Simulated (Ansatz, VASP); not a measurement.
## MoS2 in VASP and in Ansatz

```
Mo S
1.0
     3.12230    0.00000    0.00000
    -1.56115    2.70399    0.00000
     0.00000    0.00000   12.07826
Mo S
2 4
Direct
  0.33333 0.66667 0.25000
  0.66667 0.33333 0.75000
  0.33333 0.66667 0.62131
  0.66667 0.33333 0.12131
  0.33333 0.66667 0.87869
  0.66667 0.33333 0.37869
```

Alike in both runs: functional LDA; k mesh 8 × 8 × 2; occupations gaussian, width 0.02 eV; collinear spin.

Ansatz relaxed the structure, and its values are those at the end. VASP's run is a single point on that final structure, the one shown.

|  | VASP | Ansatz |
| --- | --- | --- |
| version | VASP 6.6.1 | Ansatz 0.2.0 |
| potentials or method | VASP PAW LDA potentials, release 64 (Mo_sv, S), cutoff 520 eV | plane-wave PAW, scalar-relativistic |
| valence electrons in the cell | 52 | 52 |

|  | VASP | Ansatz | Ansatz less VASP |
| --- | --- | --- | --- |
| gap on the k mesh at the Fermi level (eV) | 0.84 | 0.83 | -0.011 |
| pressure (GPa) | 0.1 | 0.0 | -0.12 |
| rms of the force components (eV/Å) | 0.006 | 0.001 | -0.0053 |
| net moment per atom (μB) | 0.00 | 0.00 | 0.000 |

Ansatz warns that its potentials were made for another functional, while VASP's fit it. LDA's correlation is that of Perdew and Zunger in VASP and of Perdew and Wang (1992) in Ansatz. Ansatz's warnings: moment headroom below auto, seeded moment not kept.
